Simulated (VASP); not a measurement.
Wanted: the native input for a VASP 6.6.1 run.

| Quantity | Value |
| --- | --- |
| Task | single point |
| Functional | PBE |
| Potentials or basis | VASP PAW PBE potentials, release 64 (C) |
| Cutoff | 520 eV |
| k mesh | 12 × 12 × 2 |
| Occupations | gaussian, width 0.05 eV |
| Spin | no spin polarisation |
| Dipole correction | no |
| Further INCAR settings | ALGO = Normal; EDIFF = 1e-07; NBANDS = 36 |

The structure of C lies in POSCAR:

```
C
1.0
    2.4764000000      0.0000000000      0.0000000000
   -1.2382000000      2.1446253099      0.0000000000
    0.0000000000      0.0000000000     12.4291124965
C
12
Direct
    0.0000000000      0.0000000000      0.1868593266
    0.0000000000      0.0000000000      0.6868593266
    0.0000000000      0.0000000000      0.3131406734
    0.0000000000      0.0000000000      0.8131406734
    0.3333333333      0.6666666667      0.5207665411
    0.6666666667      0.3333333333      0.0207665411
    0.3333333333      0.6666666667      0.9792334589
    0.6666666667      0.3333333333      0.4792334589
    0.3333333333      0.6666666667      0.6450950823
    0.6666666667      0.3333333333      0.1450950823
    0.3333333333      0.6666666667      0.8549049177
    0.6666666667      0.3333333333      0.3549049177
```

These files were run (other wordings do the same):

INCAR

```
SYSTEM = C
PREC = Accurate
ENCUT = 520
EDIFF = 1E-7
ISMEAR = 0
SIGMA = 0.05
LREAL = .False.
LASPH = .True.
NELM = 60
ALGO = Normal
ISIF = 2
LWAVE = .False.
LCHARG = .True.
GGA = PE
LELF = .True.
LVHAR = .True.
NBANDS = 36
```

KPOINTS

```
regular mesh
0
Gamma
  12 12 2
  0 0 0
```

Potentials or basis: VASP PAW PBE potentials, release 64 (C).

Command:

```sh
$ cat potpaw_PBE.64/C/POTCAR > POTCAR
$ mpirun -np 1 vasp_std > vasp.out
```

It gave:

```yaml
Pressure: 17.3 GPa
Largest_force: 0.103 eV/Å
Band_gap_on_the_k_mesh: 4.59 eV (least direct gap 5.17 eV)
```

Caveat: the cell stands under pressure.

Wall time 75 s on 1 thread of Intel(R) Xeon(R) Platinum 8259CL CPU @ 2.50GHz (Skylake/Cascade Lake), on a shared host, peak memory 0.2 GiB.
